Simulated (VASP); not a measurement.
A run of VASP 6.6.1 is set up as follows.

Contents of INCAR:

```
SYSTEM = C
PREC = Accurate
ENCUT = 600
EDIFF = 1E-6
ISMEAR = -1
SIGMA = 0.01
LREAL = .False.
LASPH = .True.
NELM = 120
ALGO = Normal
ISIF = 2
LWAVE = .False.
LCHARG = .False.
GGA = PE
NBANDS = 11
GGA_COMPAT = .False.
```

Contents of KPOINTS:

```
regular mesh
0
Gamma
  13 13 13
  0 0 0
```

The input POSCAR:

```
C
1.0
    0.0000000000      1.7857859974      1.7857859974
    1.7857859974      0.0000000000      1.7857859974
    1.7857859974      1.7857859974      0.0000000000
C
2
Direct
    0.0000000000      0.0000000000      0.0000000000
    0.2499999997      0.2499999997      0.2499999997
```

Potentials or basis: VASP PAW PBE potentials, release 64 (C).

Run with:

```console
$ cat potpaw_PBE.64/C/POTCAR > POTCAR
$ mpirun -np 1 vasp_std > vasp.out
```

(1) What does it give for the pressure?

(2) What does it give for the band gap on the k mesh?

## Answers

(1) 0.0 GPa.

(2) 4.13 eV, indirect (least direct gap 5.58 eV).
